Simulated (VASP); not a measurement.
Input of a VASP 6.6.1 run:

INCAR

```
PREC = Accurate
ENCUT = 500
EDIFF = 1E-7
ISMEAR = 0
SIGMA = 0.1
LREAL = F
LASPH = T
NELM = 120
ALGO = Normal
ISIF = 3
LWAVE = F
LCHARG = F
GGA = PS
IBRION = 2
NSW = 100
EDIFFG = -0.002
GGA_COMPAT = F
NELMIN = 4
```

The input KPOINTS:

```
regular mesh
0
Gamma
  18 18 10
```

File POSCAR:

```
Si
1.0
    2.6699681476      0.0000000000      0.0000000000
   -1.3349840738      2.3122602431      0.0000000000
    0.0000000000      0.0000000000      4.5174044162
Si
2
Direct
    0.3333333333      0.6666666667      0.2500000000
    0.6666666667      0.3333333333      0.7500000000
```

Potentials or basis: VASP PAW PBE potentials, release 64 (Si).

The run is started by

```sh
$ cat potpaw_PBE.64/Si/POTCAR > POTCAR
$ mpirun -np 1 vasp_std > vasp.out
```

(1) Predict the relaxed volume.

(2) Estimate the band gap on the k mesh.

(3) What does it give for the relaxed cell?

(4) What does it give for the space group after relaxing (to 0.1 Å)?

Results:

(1) 13.99 Å³/atom.

(2) zero (bands 4 and 5 overlap by 12.89 eV).

(3) a = 2.664 Å, b = 2.664 Å, c = 4.553 Å, α = 90.00°, β = 90.00°, γ = 120.00°.

(4) P6_3/mmc (No. 194).

Caveat: the PAW data sets were made with another functional, which shifts forces and pressure a little.
